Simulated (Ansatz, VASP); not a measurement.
**Zr3N2: VASP beside Ansatz**

```
CELL_PARAMETERS angstrom
2.82362 1.63022 5.23602
-2.82362 1.63022 5.23602
0.00000 -3.26043 5.23602
ATOMIC_POSITIONS crystal
Zr 0.42479 0.07521 0.75000
Zr 0.07521 0.75000 0.42479
Zr 0.75000 0.42479 0.07521
Zr 0.25000 0.57521 0.92479
Zr 0.92479 0.25000 0.57521
Zr 0.57521 0.92479 0.25000
N 0.33850 0.33850 0.33850
N 0.16150 0.16150 0.16150
N 0.83850 0.83850 0.83850
N 0.66150 0.66150 0.66150
```

Alike in both runs: task single point; functional r2SCAN; k mesh 12 × 12 × 12; occupations gaussian, width 0.1 eV; no spin polarisation.

|  | VASP | Ansatz |
| --- | --- | --- |
| version | VASP 6.6.1 | Ansatz 0.2.0 |
| potentials or method | VASP PAW PBE potentials, release 64 (Zr_sv, N), cutoff 520 eV | scalar-relativistic, plane waves, PAW |
| valence electrons in the cell | 92 | 92 |

```csv
,VASP,Ansatz,Ansatz less VASP
gap on the k mesh at the Fermi level (eV),none,none,-
pressure (GPa),0.2,0.0,-0.18
```

VASP's potentials were made for PBE, not for r2SCAN. A gap of «none» marks a metal or a gap that the smearing closes. With one functional, cell and mesh, what is left measures potentials, basis and numerics.
